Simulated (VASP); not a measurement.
# Al in VASP: notebook

Al is run at these levels: PBE+D3(BJ); tasks: single point, relaxation of the atoms.

Program: VASP 6.6.1. These are calculated values, not measurements. Logs are shortened: lines on timing, memory, paths and dates and some standing lists are left out, and cuts for length are marked.

### 1 The cell of the first run

The cell holds a slab with vacuum, 12 atoms: a = 5.728 Å, b = 5.728 Å, c = 16.677 Å, α = 90.00°, β = 90.00°, γ = 60.00°.

### 2 Single point, PBE+D3(BJ)

INCAR reads:

```
SYSTEM = Al
  ALGO = Normal
  EDIFF = 1E-6
  ENCUT = 520
  GGA = PE
  ISIF = 2
  ISMEAR = -1
  IVDW = 12
  LASPH = .TRUE.
  LCHARG = .FALSE.
  LREAL = .FALSE.
  LWAVE = .FALSE.
  NBANDS = 30
  NELM = 80
  PREC = Accurate
  SIGMA = 0.1
```

KPOINTS reads:

```
k-points
0
G
  2 2 1
  0 0 0
```

POSCAR reads:

```
Al
1.0
    5.7275651202      0.0000002887      0.0000000000
    2.8637823101      4.9602170403      0.0000000000
    0.0000000000      0.0000000000     16.6765370000
Al
12
Direct
    0.1666666667      0.1666666667      0.0599645167
    0.6666666667      0.1666666667      0.0599645167
    0.1666666667      0.6666666667      0.0599645167
    0.6666666667      0.6666666667      0.0599645167
   -0.1666666667      0.3333333333      0.2001775667
    0.3333333333      0.3333333333      0.2001775667
   -0.1666666667      0.8333333333      0.2001775667
    0.3333333333      0.8333333333      0.2001775667
    0.0000000000      0.0000000000      0.3403906167
    0.5000000000      0.0000000000      0.3403906167
    0.0000000000      0.5000000000      0.3403906167
    0.5000000000      0.5000000000      0.3403906167
```

Potentials or basis: VASP PAW PBE potentials, release 64 (Al).

The run is started by

```sh
$ cat potpaw_PBE.64/Al/POTCAR > POTCAR
$ mpirun -np 1 vasp_std > vasp.out
```

OUTCAR:

```text
SYSTEM = Al
   EDIFF = 1E-6
   ENCUT = 520
   GGA = PE
   ISIF = 2
   ISMEAR = -1
   IVDW = 12
   LASPH = .TRUE.
   LREAL = .FALSE.
   NELM = 80
   PREC = Accurate
 IVDW          = 12

 ion  position               nearest neighbor table
   1  0.167  0.167  0.060-   6 2.86   5 2.86   8 2.86   2 2.86   2 2.86   4 2.86   4 2.86   3 2.86
                             3 2.86
   2  0.667  0.167  0.060-   5 2.86   6 2.86   7 2.86   1 2.86   1 2.86   3 2.86   3 2.86   4 2.86
                             4 2.86
   3  0.167  0.667  0.060-   8 2.86   7 2.86   6 2.86   4 2.86   4 2.86   2 2.86   2 2.86   1 2.86
                             1 2.86
   4  0.667  0.667  0.060-   7 2.86   8 2.86   5 2.86   3 2.86   3 2.86   1 2.86   1 2.86   2 2.86
                             2 2.86
   5  0.833  0.333  0.200-   2 2.86  12 2.86   9 2.86   1 2.86  11 2.86   4 2.86   6 2.86   6 2.86
                             8 2.86   8 2.86   7 2.86   7 2.86
   6  0.333  0.333  0.200-   1 2.86  11 2.86  10 2.86   2 2.86  12 2.86   3 2.86   5 2.86   5 2.86
                             7 2.86   7 2.86   8 2.86   8 2.86
   7  0.833  0.833  0.200-   4 2.86  10 2.86  11 2.86   3 2.86   9 2.86   2 2.86   8 2.86   8 2.86
                             6 2.86   6 2.86   5 2.86   5 2.86
   8  0.333  0.833  0.200-   3 2.86   9 2.86  12 2.86   4 2.86  10 2.86   1 2.86   7 2.86   7 2.86
                             5 2.86   5 2.86   6 2.86   6 2.86
   9  0.000  0.000  0.340-   8 2.86   5 2.86   7 2.86  10 2.86  10 2.86  12 2.86  12 2.86  11 2.86
                            11 2.86
  10  0.500  0.000  0.340-   7 2.86   6 2.86   8 2.86   9 2.86   9 2.86  11 2.86  11 2.86  12 2.86
                            12 2.86
  11  0.000  0.500  0.340-   6 2.86   7 2.86   5 2.86  12 2.86  12 2.86  10 2.86  10 2.86   9 2.86
                             9 2.86
  12  0.500  0.500  0.340-   5 2.86   8 2.86   6 2.86  11 2.86  11 2.86   9 2.86   9 2.86  10 2.86
                            10 2.86

  LATTYP: Found a hexagonal cell.
 ALAT       =     5.7275651202
 C/A-ratio  =     2.9116276550

  Lattice vectors:

 A1 = (  -2.8637823101,  -4.9602170403,   0.0000000000)
 A2 = (   5.7275651202,   0.0000002887,   0.0000000000)
 A3 = (   0.0000000000,   0.0000000000,  16.6765370000)

Analysis of symmetry for initial positions (statically):
=====================================================================
 Subroutine PRICEL returns following result:

  LATTYP: Found a hexagonal cell.
 ALAT       =     2.8637825601
 C/A-ratio  =     5.8232553100

  Lattice vectors:

 A1 = (  -1.4318911551,  -2.4801085201,   0.0000000000)
 A2 = (   2.8637825601,   0.0000001444,   0.0000000000)
 A3 = (   0.0000000000,   0.0000000000,  16.6765370000)

   4 primitive cells build up your supercell.

 Routine SETGRP: Setting up the symmetry group for a
 hexagonal supercell.

 Subroutine GETGRP returns: Found 12 space group operations
 (whereof  6 operations were pure point group operations)
 out of a pool of 24 trial point group operations.

The static configuration has the point symmetry C_3v.
 The point group associated with its full space group is D_3d.

Analysis of symmetry for dynamics (positions and initial velocities):
=====================================================================
 Subroutine PRICEL returns following result:

  LATTYP: Found a hexagonal cell.
 ALAT       =     2.8637825601
 C/A-ratio  =     5.8232553100

  Lattice vectors:

 A1 = (  -1.4318911551,  -2.4801085201,   0.0000000000)
 A2 = (   2.8637825601,   0.0000001444,   0.0000000000)
 A3 = (   0.0000000000,   0.0000000000,  16.6765370000)

   4 primitive cells build up your supercell.

 Routine SETGRP: Setting up the symmetry group for a
 hexagonal supercell.

 Subroutine GETGRP returns: Found 12 space group operations
 (whereof  6 operations were pure point group operations)
 out of a pool of 24 trial point group operations.

The dynamic configuration has the point symmetry C_3v.
 The point group associated with its full space group is D_3d.

 Subroutine INISYM returns: Found 12 space group operations
 (whereof  6 operations are pure point group operations),
 and found     4 'primitive' translations

----------------------------------------------------------------------------------------

                                     Primitive cell

  volume of cell :     118.4450

  direct lattice vectors                    reciprocal lattice vectors
    -1.431891155 -2.480108520  0.000000000     0.000000020 -0.403208175  0.000000000
     2.863782560  0.000000144  0.000000000     0.349188532 -0.201604070  0.000000000
     0.000000000  0.000000000 16.676537000     0.000000000  0.000000000  0.059964488

  length of vectors
     2.863782560  2.863782560 16.676537000     0.403208175  0.403208175  0.059964488

  position of ions in fractional coordinates (direct lattice)
     0.666666667  0.333333333  0.059964517
     0.333333333  0.666666667  0.200177567
     0.000000000  0.000000000  0.340390617

  ion indices of the primitive-cell ions
   primitive index   ion index
                 1           1
                 2           6
                 3           9

----------------------------------------------------------------------------------------

 KPOINTS: k-points

Automatic generation of k-mesh.
 Grid dimensions read from file:
 generate k-points for:    2    2    1

 Generating k-lattice:

  Cartesian coordinates                     Fractional coordinates (reciprocal lattice)
     0.087297133 -0.050401017  0.000000000     0.500000000 -0.000000000  0.000000000
    -0.000000005  0.100802044  0.000000000     0.000000000  0.500000000  0.000000000
     0.000000000  0.000000000  0.059964488     0.000000000  0.000000000  1.000000000

  Length of vectors
     0.100802044  0.100802044  0.059964488

  Shift w.r.t. Gamma in fractional coordinates (k-lattice)
     0.000000000  0.000000000  0.000000000

 Subroutine IBZKPT returns following result:
 ===========================================

 Found      2 irreducible k-points:

 Following reciprocal coordinates:
            Coordinates               Weight
  0.000000  0.000000  0.000000      1.000000
  0.500000 -0.000000  0.000000      3.000000
   k-points           NKPTS =      2   k-points in BZ     NKDIM =      2   number of bands    NBANDS=     30
   number of dos      NEDOS =    301   number of ions     NIONS =     12
   total plane-waves  NPLWV = 290304
   dimension x,y,z NGX =    48 NGY =   48 NGZ =  126
   dimension x,y,z NGXF=    96 NGYF=   96 NGZF=  252
   ions per type =              12
   NGX,Y,Z   is equivalent  to a cutoff of  13.93, 13.93, 12.56 a.u.
   NGXF,Y,Z  is equivalent  to a cutoff of  27.86, 27.86, 25.12 a.u.
 SYSTEM =  Al
   PREC   = accura    normal or accurate (medium, high low for compatibility)
   ISTART =      0    job   : 0-new  1-cont  2-samecut
   ICHARG =      2    charge: 1-file 2-atom 10-const
   ISPIN  =      1    spin polarized calculation?
   LNONCOLLINEAR =      F non collinear calculations
   LSORBIT =      F    spin-orbit coupling
   LASPH  =      T    aspherical Exc in radial PAW
   ENCUT  =  520.0 eV  38.22 Ry    6.18 a.u.  10.65 10.65 31.01*2*pi/ulx,y,z
   NELM   =     80;   NELMIN=  2; NELMDL= -5     # of ELM steps
   EDIFF  = 0.1E-05   stopping-criterion for ELM
   LREAL  =      F    real-space projection
   EDIFFG = 0.1E-04   stopping-criterion for IOM
   NSW    =      0    number of steps for IOM
   IBRION =     -1    ionic relax: 0-MD 1-quasi-New 2-CG
   NFREE  =      0    steps in history (QN), initial steepest desc. (CG)
   ISIF   =      2    stress and relaxation
   ISYM   =      2    0-nonsym 1-usesym 2-fastsym
   POTIM  = 0.5000    time-step for ionic-motion
   TEBEG  =    0.0;   TEEND  =   0.0 temperature during run
   PSTRESS=    0.0 pullay stress
   NELECT =      36.0000    total number of electrons
   NUPDOWN=      -1.0000    fix difference up-down
   EMIN   =  10.00;   EMAX   =-10.00  energy-range for DOS
   EFERMI =   0.00;   METHOD = LEGACY
   ISMEAR =    -1;   SIGMA  =   0.10  broadening in eV -4-tet -1-fermi 0-gaus
   EFERMI_NEDOS =   21; number of points for ismear=-14 and -15
   IALGO  =     38    algorithm
   IMIX   =      4    mixing-type and parameters
     AMIX     =   0.40;   BMIX     =  1.00
     AMIX_MAG =   1.60;   BMIX_MAG =  1.00
  volume/ion in A,a.u.               =      39.48       266.44
  Fermi-wavevector in a.u.,A,eV,Ry     =   0.693399  1.310335  6.541719  0.480803
  Thomas-Fermi vector in A             =   1.775602
   LORBIT       =      0    0 simple, 1 ext, 2 COOP (PROOUT), +10 PAW based schemes
   GGA     = PE    functional components
   LHFCALC =     F    Hartree Fock is set to
   AEXX    =    0.0000 exact exchange contribution
   IVDW    =    12    specifies the selected vdW correction
   LEPSILON=     F    determine dielectric tensor
   LRPA    =     F    only Hartree local field effects (RPA)
 non-spin polarized calculation
  energy-cutoff  :      520.00
  volume of cell :      473.78
 maximum number of plane-waves:     12795
 NGX is ok and might be reduce to    48
   NGX = 21   NGY = 21   NGZ = 63

 number of electron      36.0000000 magnetization

 Free energy of the ion-electron system (eV)
  ---------------------------------------------------
  ext. energy  EPLUGINS =         0.00000000
  ---------------------------------------------------
  free energy    TOTEN  =       -40.77342370 eV

  energy without entropy =      -40.35180130  energy(sigma->0) =      -40.56261250

 E-fermi :   1.0327     XC(G=0):  -5.3260

 val. band max:        0.9807410587   @ k =   0.5000  -0.0000   0.0000
 cond. band min:       1.5529286690   @ k =   0.0000   0.0000   0.0000
 fundamental gap:      0.5721876103
 Fermi energy:         1.0327468453

 k-point     1 :       0.0000    0.0000    0.0000
  band No.  band energies     occupation
      1      -9.2609      2.00000
      2      -7.7482      2.00000
      3      -5.0197      2.00000
      4      -3.4135      2.00000
      5      -3.4135      2.00000
      6      -3.4135      2.00000
[... 22 lines left out ...]
     29       3.7353      0.00000
     30       4.1288      0.00000

 k-point     2 :       0.5000   -0.0000    0.0000
  band No.  band energies     occupation
      1      -7.7686      2.00000
      2      -7.7686      2.00000
      3      -6.2672      2.00000
      4      -6.2672      2.00000
      5      -4.8312      2.00000
      6      -4.8312      2.00000
[... 22 lines left out ...]
     29       4.9676      0.00000
     30       4.9818      0.00000

------------------------ aborting loop because EDIFF is reached ----------------------------------------

 Edisp (eV)   -2.73141

 E8    (eV) :    -1.2727

  FORCE on cell =-STRESS in cart. coord.  units (eV):
  Direction    XX          YY          ZZ          XY          YZ          ZX
  --------------------------------------------------------------------------------------
  -------------------------------------------------------------------------------------
  Total      -5.92941    -5.92941    -0.83027    -0.00000    -0.00000    -0.00000
  in kB     -20.05144   -20.05144    -2.80773    -0.00000    -0.00000    -0.00000
  external pressure =      -14.30 kB  Pullay stress =        0.00 kB

 VOLUME and BASIS-vectors are now :
 -----------------------------------------------------------------------------
  energy-cutoff  :      520.00
  volume of cell :      473.78
      direct lattice vectors                 reciprocal lattice vectors
     5.727565120  0.000000289  0.000000000     0.174594266 -0.100802035  0.000000000
     2.863782310  4.960217040  0.000000000    -0.000000010  0.201604087  0.000000000
     0.000000000  0.000000000 16.676537000     0.000000000  0.000000000  0.059964488

 POSITION                                       TOTAL-FORCE (eV/Angst)
 -----------------------------------------------------------------------------------
      1.43189      0.82670      1.00000         0.000000     -0.000000      0.040546
      4.29567      0.82670      1.00000        -0.000000      0.000000      0.040546
      2.86378      3.30681      1.00000        -0.000000      0.000000      0.040546
      5.72756      3.30681      1.00000        -0.000000     -0.000000      0.040546
      5.72757      1.65341      3.33827         0.000000     -0.000000      0.000000
      2.86378      1.65341      3.33827         0.000000      0.000000      0.000000
      7.15946      4.13351      3.33827        -0.000000     -0.000000      0.000000
      4.29567      4.13351      3.33827        -0.000000      0.000000      0.000000
      0.00000      0.00000      5.67654        -0.000000      0.000000     -0.040546
      2.86378      0.00000      5.67654        -0.000000     -0.000000     -0.040546
      1.43189      2.48011      5.67654         0.000000     -0.000000     -0.040546
      4.29567      2.48011      5.67654         0.000000     -0.000000     -0.040546
 -----------------------------------------------------------------------------------
    total drift:                                0.000000      0.000000     -0.000017

  FREE ENERGIE OF THE ION-ELECTRON SYSTEM (eV)
  ---------------------------------------------------
  free  energy   TOTEN  =       -43.5048370797 eV

  energy  without entropy=      -43.0832146790  energy(sigma->0) =      -43.29402588
```

It took 89 s on 1 thread of Intel Xeon Platinum 8259CL at 2.50GHz (Skylake/Cascade Lake), shared host; peak memory 0.57 GiB.

Results:

```yaml
Free_energy: -43.5048 eV
Largest_force: 0.041 eV/Å
Band_gap_on_the_k_mesh: zero (band 18 reaches 0.98 eV, above the bottom of band 19 at 0.72 eV)
Dispersion_energy_per_atom: -0.228 eV
```

Forces in eV/Å, atoms in the order of the input:
```
Al   0.000  0.000  0.041
Al   0.000  0.000  0.041
Al   0.000  0.000  0.041
Al   0.000  0.000  0.041
Al   0.000  0.000  0.000
Al   0.000  0.000  0.000
Al   0.000  0.000  0.000
Al   0.000  0.000  0.000
Al   0.000  0.000 -0.041
Al   0.000  0.000 -0.041
Al   0.000  0.000 -0.041
Al   0.000  0.000 -0.041
```

Caveat: the k points lie up to 0.63 Å⁻¹ apart.

### 3 Relaxation of the atoms, PBE+D3(BJ)

INCAR reads:

```
PREC = Accurate ; ENCUT = 520
EDIFF = 1E-7 ; ISMEAR = -1
SIGMA = 0.1 ; LREAL = False
LASPH = True ; NELM = 60
ALGO = Normal ; ISIF = 2
LWAVE = False ; LCHARG = False
GGA = PE ; IVDW = 12
IBRION = 2 ; NSW = 45
EDIFFG = -0.08
```

KPOINTS reads:

```
regular mesh
0
Gamma
  2 2 1
```

POSCAR reads:

```
Al
1.0
    5.7275650000      0.0000000000      0.0000000000
    2.8637820000      4.9602170000      0.0000000000
    0.0000000000      0.0000000000     16.6765370000
Al
12
Selective dynamics
Direct
    0.1666667000      0.1666667000      0.0599645000  F F F
    0.6666667000      0.1666667000      0.0599645000  F F F
    0.1666667000      0.6666667000      0.0599645000  F F F
    0.6666667000      0.6666667000      0.0599645000  F F F
   -0.1666667000      0.3333333000      0.2001776000  T T T
    0.3333333000      0.3333333000      0.2001776000  T T T
   -0.1666667000      0.8333333000      0.2001776000  T T T
    0.3333333000      0.8333333000      0.2001776000  T T T
    0.0000000000      0.0000000000      0.3403906000  T T T
    0.5000000000      0.0000000000      0.3403906000  T T T
    0.0000000000      0.5000000000      0.3403906000  T T T
    0.5000000000      0.5000000000      0.3403906000  T T T
```

Potentials or basis: VASP PAW PBE potentials, release 64 (Al).

The run is started by

```sh
$ cat potpaw_PBE.64/Al/POTCAR > POTCAR
$ mpirun -np 1 vasp_std > vasp.out
```

Wall time 84 s (1 thread of Intel Xeon Platinum 8259CL at 2.50GHz (Skylake/Cascade Lake), shared host); peak memory 0.52 GiB.

It converged, with:

- Free energy: -43.5048 eV
- Band gap on the k mesh: zero (band 18 reaches 0.98 eV, above the bottom of band 19 at 0.72 eV)
- Dispersion energy per atom: -0.228 eV

Final structure:
```
Al
1.0
     5.72757    0.00000    0.00000
     2.86378    4.96022    0.00000
     0.00000    0.00000   16.67654
Al
12
Cartesian
  1.4319 0.8267 1.0000
  4.2957 0.8267 1.0000
  2.8638 3.3068 1.0000
  5.7276 3.3068 1.0000
  5.7276 1.6534 3.3383
  2.8638 1.6534 3.3383
  7.1595 4.1335 3.3383
  4.2957 4.1335 3.3383
  0.0000 0.0000 5.6765
  2.8638 0.0000 5.6765
  1.4319 2.4801 5.6765
  4.2957 2.4801 5.6765
```

Levels at points of the mesh, in eV from the Fermi level:
```csv
k point,band 17,band 18,band 19,band 20,band 21,band 22,band 23,band 24
"(0.00, 0.00, 0.00)",-0.32,-0.32,-0.32,-0.07,-0.07,-0.07,0.52,2.68
"(0.50, 0.00, 0.00)",-0.05,-0.05,1.00,1.00,1.39,1.39,1.68,1.68
```

Caveat: the k points lie up to 0.63 Å⁻¹ apart; the relaxation stopped at its first step, so nothing moved; the relaxation stopped at a loose force limit of 0.08 eV/Å, so its end isn't a converged minimum.
